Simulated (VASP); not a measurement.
Write the native input for VASP 6.6.1 that does the following.

* Task: single point
* Functional: PBE
* Potentials or basis: VASP PAW PBE potentials, release 64 (W_sv, N)
* Cutoff: 520 eV
* k mesh: 8 × 8 × 1
* Occupations: gaussian, width 0.1 eV
* Spin: no spin polarisation
* Dipole correction: yes
* Further INCAR settings: ALGO = Normal; EDIFF = 1e-06; NBANDS = 38

The structure of W4N lies in POSCAR:

```
W4N
1.0
    3.1836991685      0.0000000000      0.0000000000
    0.0000000000      3.1836991685      0.0000000000
    0.0000000000      0.0000000000     20.1425775594
W N
4 1
Direct
    0.5000000000      0.5000000000      0.1985843166
    0.0000000000      0.0000000000      0.2776134071
    0.5000000000      0.5000000000      0.3599451789
    0.0000000000      0.0000000000      0.4290700897
    0.0000000000      0.0000000000      0.5154907183
```

These files were run (other wordings do the same):

INCAR

```
SYSTEM = W4N
PREC     = Accurate       ! precision mode
ENCUT    = 520            ! plane-wave cutoff, eV
EDIFF    = 1E-6           ! SCF threshold, eV
ISMEAR   = 0              ! smearing method
SIGMA    = 0.1            ! smearing width, eV
LREAL    = .FALSE.        ! projectors in reciprocal space
LASPH    = .TRUE.         ! aspherical terms in the spheres
NELM     = 80             ! most SCF steps
ALGO     = Normal         ! electronic algorithm
ISIF     = 2              ! what is computed and relaxed
LWAVE    = .FALSE.        ! write WAVECAR
LCHARG   = .FALSE.        ! write CHGCAR
LDIPOL   = .TRUE.       
IDIPOL   = 3            
DIPOL    = 0.5 0.5 0.356
GGA      = PE             ! functional
NBANDS   = 38             ! bands
```

KPOINTS

```
Automatic mesh
0
G
  8 8 1
  0 0 0
```

Potentials or basis: VASP PAW PBE potentials, release 64 (W_sv, N).

Command:

```bash
$ cat potpaw_PBE.64/W_sv/POTCAR potpaw_PBE.64/N/POTCAR > POTCAR
$ mpirun -np 1 vasp_std > vasp.out
```

It gave:

```
Largest force : 2.642 eV/Å
```

It took 78 s on 1 thread of Intel(R) Xeon(R) 6975P-C (Granite Rapids), on a shared host, peak memory 0.32 GiB.
